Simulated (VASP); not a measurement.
Set up this calculation in VASP 6.6.1, as the native input.

```yaml
Task: single point
Functional: LDA
Potentials_or_basis: VASP PAW LDA potentials, release 64 (Te, Sn_d)
Cutoff: 520 eV
k_mesh: 6 × 6 × 6
Occupations: fermi-dirac, width 0.05 eV
Spin: no spin polarisation
Dipole_correction: no
Further_INCAR_settings: ALGO = Normal; EDIFF = 1e-06; NBANDS = 17
```

The structure of SnTe lies in POSCAR:

```
SnTe
1.0
    0.0000000000      3.5623407469      3.5623407469
    3.5623407469      0.0000000000      3.5623407469
    3.5623407469      3.5623407469      0.0000000000
Te Sn
1 1
Direct
    0.2500000000      0.2500000000      0.2500000000
    0.0000000000      0.0000000000      0.0000000000
```

These files were run (other wordings do the same):

INCAR

```
ALGO = Normal
EDIFF = 1E-6
ENCUT = 520
ISIF = 2
ISMEAR = -1
LASPH = T
LCHARG = F
LREAL = F
LWAVE = F
NBANDS = 17
NELM = 60
PREC = Accurate
SIGMA = 0.05
```

KPOINTS

```
k-points
0
Gamma
  6 6 6
```

Potentials or basis: VASP PAW LDA potentials, release 64 (Te, Sn_d).

Launch:

```sh
$ cat potpaw_LDA.64/Te/POTCAR potpaw_LDA.64/Sn_d/POTCAR > POTCAR
$ mpirun -np 1 vasp_std > vasp.out
```

Results of the run:

```
Pressure               : -1.3 GPa
Band gap on the k mesh : 0.10 eV, indirect (least direct gap 0.68 eV)
```

Caveat: spin-orbit coupling is left out, which moves the levels of the heavy elements.

It took 21 s on 1 thread of Intel(R) Xeon(R) 6975P-C (Granite Rapids), with other jobs on the host, peak memory 0.19 GiB.
